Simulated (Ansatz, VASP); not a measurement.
CoW3: VASP beside Ansatz

File INCAR:

```
PREC = Accurate ; ENCUT = 600
EDIFF = 1E-6 ; ISMEAR = 0
SIGMA = 0.15 ; LREAL = False
LASPH = True ; NELM = 120
ALGO = Normal ; ISIF = 2
LWAVE = False ; LCHARG = True
GGA = PE ; LELF = True
LVHAR = True ; NBANDS = 61
GGA_COMPAT = False
```

Contents of KPOINTS:

```
Automatic mesh
0
Gamma
  12 12 6
```

POSCAR

```
CoW3
1.0
    3.8992073914      0.0000000000      0.0000000000
    0.0000000000      3.8992073914      0.0000000000
    0.0000000000      0.0000000000      7.7984147829
Co W
2 6
Direct
    0.0000000000      0.0000000000      0.0000000000
    0.0000000000      0.0000000000      0.5000000000
    0.0000000000      0.5000000000      0.2500000000
    0.0000000000      0.5000000000      0.7500000000
    0.5000000000      0.0000000000      0.2500000000
    0.5000000000      0.0000000000      0.7500000000
    0.5000000000      0.5000000000      0.0000000000
    0.5000000000      0.5000000000      0.5000000000
```

Input for Ansatz:

```yaml
crystal:
  lattice:
    - [3.8992073914, 0.0, 0.0]
    - [0.0, 3.8992073914, 0.0]
    - [0.0, 0.0, 7.7984147829]
  atoms:
    - { symbol: Co, position: [0.0, 0.0, 0.0] }
    - { symbol: Co, position: [0.0, 0.0, 0.5] }
    - { symbol: W, position: [0.0, 0.5, 0.25] }
    - { symbol: W, position: [0.0, 0.5, 0.75] }
    - { symbol: W, position: [0.5, 0.0, 0.25] }
    - { symbol: W, position: [0.5, 0.0, 0.75] }
    - { symbol: W, position: [0.5, 0.5, 0.0] }
    - { symbol: W, position: [0.5, 0.5, 0.5] }
basis:
  ecutwfc: 420
kpoints:
  mp_grid: { grid: [12, 12, 6] }
hamiltonian:
  xc: pbe
scf:
  occupations: { method: gaussian, width: 0.15 }
output:
  forces: true
  stress: true
  eigenvalues: true
  write_density: true
  write_potential: true
  elf: true
  volumetric_format: npy
```

Alike in both runs: task single point; functional PBE; k mesh 12 × 12 × 6; occupations gaussian, width 0.15 eV; no spin polarisation.

|  | VASP | Ansatz |
| --- | --- | --- |
| version | VASP 6.6.1 | Ansatz 0.2.0 |
| potentials or method | VASP PAW PBE potentials, release 64 (Co, W_sv), cutoff 600 eV | scalar-relativistic, plane waves, PAW |
| valence electrons in the cell | 102 | 118 |

Ansatz gave:

```
gap on the k mesh at the Fermi level (eV) : none
pressure (GPa)                            : 0.0
```

**Question.** What did VASP give for the same quantities?

**Answer.** gap on the k mesh at the Fermi level (eV): none; pressure (GPa): 0.5.

A gap of «none» marks a metal or a gap that the smearing closes. VASP's potentials hold 102 valence electrons a cell and Ansatz's 118, so a difference there can come from the potentials and not from the codes.

Neither program's run includes spin-orbit coupling.
